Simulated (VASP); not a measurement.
Wanted: the native input for a VASP 6.6.1 run.

| Property | Result |
| --- | --- |
| Task | single point |
| Functional | PBE |
| Potentials or basis | VASP PAW PBE potentials, release 64 (Li_sv, H) |
| Cutoff | 520 eV |
| k mesh | 10 × 10 × 10 |
| Occupations | gaussian, width 0.01 eV |
| Spin | no spin polarisation |
| Dipole correction | no |
| Further INCAR settings | ALGO = Normal; EDIFF = 1e-07; NBANDS = 9 |

The structure of LiH lies in POSCAR:

```
LiH
1.0
    0.0000000000      2.0029948666      2.0029948666
    2.0029948666      0.0000000000      2.0029948666
    2.0029948666      2.0029948666      0.0000000000
Li H
1 1
Direct
    0.0000000000      0.0000000000      0.0000000000
    0.5000000000      0.5000000000      0.5000000000
```

The input as run:

INCAR

```
SYSTEM = LiH
ALGO = Normal
EDIFF = 1E-7
ENCUT = 520
GGA = PE
ISIF = 2
ISMEAR = 0
LASPH = .TRUE.
LCHARG = .FALSE.
LREAL = .FALSE.
LWAVE = .FALSE.
NBANDS = 9
NELM = 100
PREC = Accurate
SIGMA = 0.01
```

KPOINTS

```
k-points
0
G
  10 10 10
  0 0 0
```

Potentials or basis: VASP PAW PBE potentials, release 64 (Li_sv, H).

The run is started by

```console
$ cat potpaw_PBE.64/Li_sv/POTCAR potpaw_PBE.64/H/POTCAR > POTCAR
$ mpirun -np 1 vasp_std > vasp.out
```

Results of the run:

The band gap on the k mesh is 2.98 eV, direct.

Run time: 18 s on 1 thread of AMD EPYC 7R13, on a shared host, peak memory 0.1 GiB.
